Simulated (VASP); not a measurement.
Crystal: FeO.

```
Fe O
1.0
     0.00000    2.12627    2.12627
     2.12627    0.00000    2.12627
     2.12627    2.12627    0.00000
Fe O
1 1
Direct
  0.00000 0.00000 0.00000
  0.50000 0.50000 0.50000
```

Base run:

| Property | Result |
| --- | --- |
| Program | VASP 6.6.1 |
| Functional | BLYP |
| Dispersion | D4 |
| Potentials or basis | VASP PAW PBE potentials, release 64 (Fe_sv, O) |
| Cutoff | 700 eV |
| k mesh | 11 × 11 × 11 |
| Occupations | fermi-dirac, width 0.05 eV |
| Spin | collinear spin, ferromagnetic start |
| Starting moments | [3.0, 0.0] μB |

Its results: band gap on the k mesh zero (filled and empty bands overlap); pressure 7.9 GPa; net moment 4.00 μB per cell; site moments Fe +3.46; O +0.32 μB.

Task: The run is repeated on the same cell with these changes: functional from BLYP to PBE. What comes out?

Result: Band gap on the k mesh zero (filled and empty bands overlap); pressure 3.5 GPa; net moment 4.00 μB per cell; site moments Fe +3.48; O +0.30 μB.

PBE binds more tightly than BLYP, so the same cell stands under less pressure.

Caveats: the cell stands under pressure; a cell with one magnetic atom can't hold antiferromagnetic order, which such compounds often take; semilocal functionals often make such compounds metallic where correlation or magnetic order opens a gap, which also shifts bond lengths; the PAW data sets were made with another functional, which shifts forces and pressure a little (at least some runs).
